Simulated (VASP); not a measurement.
A run of VASP 6.6.1 is set up as follows.

The input INCAR:

```
SYSTEM = Al9N
  ALGO = Fast
  DIPOL = 0.5 0.5 0.329
  EDIFF = 1E-7
  EDIFFG = -0.025
  ENCUT = 520
  GGA = PS
  IBRION = 2
  IDIPOL = 3
  ISIF = 2
  ISMEAR = 0
  LASPH = .True.
  LCHARG = .False.
  LDIPOL = .True.
  LREAL = .False.
  LWAVE = .False.
  NELM = 80
  NSW = 36
  PREC = Accurate
  SIGMA = 0.1
```

File KPOINTS:

```
k-points
0
Gamma
  9 3 1
  0 0 0
```

File POSCAR:

```
Al9N
1.0
    2.8360890836      0.0000000000      0.0000000000
   -1.4180445418      9.6401013232      0.0000000000
    0.0000000000      0.0000000000     20.2523775136
Al N
9 1
Selective dynamics
Direct
    0.5324569575      0.0649139150      0.1975076752  F F F
    0.6709806898      0.3419613796      0.2463716781  F F F
    0.2986854362      0.5973708725      0.2561444786  F F F
    0.9263901827      0.8527803654      0.2659172793  F F F
    0.0640247854      0.1277465523      0.3150759955  F F F
    0.2000840310      0.4041004175      0.3702277332  F F F
    0.8287416372      0.6594765630      0.3778305230  F F F
    0.4529560437      0.9112537656      0.3867831574  F F F
    0.5925587481      0.1816395522      0.4321654338  F F F
    1.0925587481      0.4316395522      0.4464448186  F F T
```

Potentials or basis: VASP PAW PBE potentials, release 64 (Al, N).

Launch:

```bash
$ cat potpaw_PBE.64/Al/POTCAR potpaw_PBE.64/N/POTCAR > POTCAR
$ mpirun -np 1 vasp_std > vasp.out
```

Task: Estimate the band gap on the k mesh.

Result: Zero (bands 16 and 17 overlap by 0.69 eV).

Task: Estimate the energy gained by relaxing.

Result: 43.3 meV/atom.

Step by step:
| step | energy change (eV) | largest force on free atoms (eV/Å) | pressure (GPa) |
| --- | --- | --- | --- |
| 1 | 0.0000 | 5.6387 | -0.51 |
| 2 | -0.3538 | 1.5595 | -1.74 |
| 3 | -0.4331 | 0.0606 | -1.43 |
| 4 | -0.4332 | 0.0145 | -1.45 |

Caveat: the PAW data sets were made with another functional, which shifts forces and pressure a little.
